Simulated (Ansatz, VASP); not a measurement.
**One calculation of BAs, two programs**

INCAR

```
SYSTEM = BAs
PREC = Accurate ; ENCUT = 520
EDIFF = 1E-6 ; ISMEAR = -1
SIGMA = 0.05 ; LREAL = .False.
LASPH = .True. ; NELM = 60
ALGO = Normal ; ISIF = 2
LWAVE = .False. ; LCHARG = .False.
NBANDS = 11
```

KPOINTS

```
regular mesh
0
Gamma
  15 15 15
  0 0 0
```

The input POSCAR:

```
BAs
1.0
    0.0000000000      1.9387450096      1.9387450096
    1.9387450096      0.0000000000      1.9387450096
    1.9387450096      1.9387450096      0.0000000000
B As
1 1
Direct
    0.0000000000      0.0000000000      0.0000000000
    0.2500000000      0.2500000000      0.2500000000
```

Input for Ansatz:

```yaml
crystal:
  lattice:
    - [0.0, 1.9387450096, 1.9387450096]
    - [1.9387450096, 0.0, 1.9387450096]
    - [1.9387450096, 1.9387450096, 0.0]
  atoms:
    - { symbol: B, position: [0.0, 0.0, 0.0] }
    - { symbol: As, position: [0.25, 0.25, 0.25] }
kpoints:
  mp_grid: { grid: [15, 15, 15] }
  band_path:
    path:
      - [0.0, 0.0, 0.0]
      - [-0.5, -0.5, 0.0]
      - [-0.375, -0.375, 0.25]
      - [-0.375, 0.0, 0.375]
      - [0.0, 0.0, 0.0]
      - [0.0, 0.0, 0.5]
      - [-0.5, -0.25, 0.25]
      - [-0.5, -0.5, 0.0]
    npoints: 8
scf:
  occupations: { method: fermi_dirac, width: 0.05 }
hamiltonian:
  xc: lda
  pseudopotentials: { kind: paw }
output:
  forces: true
  stress: true
  eigenvalues: true
  populations: true
  dos: { projected: true, de: 0.2, e_range: [-14, 8] }
  write_density: true
  write_potential: true
  elf: true
  volumetric_format: npy
```

Change from the starting cell: volume scaled by 0.55, PAW files.

Alike in both runs: task single point; functional LDA; k mesh 15 × 15 × 15; occupations fermi-dirac, width 0.05 eV; no spin polarisation.

```csv
,VASP,Ansatz
version,VASP 6.6.1,Ansatz 0.2.0
potentials or method,"VASP PAW LDA potentials, release 64 (B, As)","PAW with Ansatz's default frozen-core files, scalar-relativistic"
plane-wave cutoff (eV),520,420
valence electrons in the cell,8,18
```

```csv
,VASP,Ansatz,Ansatz less VASP
pressure (GPa),291.8,280.5,-11.32
```

LDA's correlation is that of Perdew and Zunger in VASP and of Perdew and Wang (1992) in Ansatz. Both programs put the cell under a high pressure, so it lies far from rest at this level. VASP's potentials hold 8 valence electrons a cell and Ansatz's 18, so a difference there can come from the potentials and not from the codes.

Noted on VASP's run: the cell as given lies far from equilibrium.
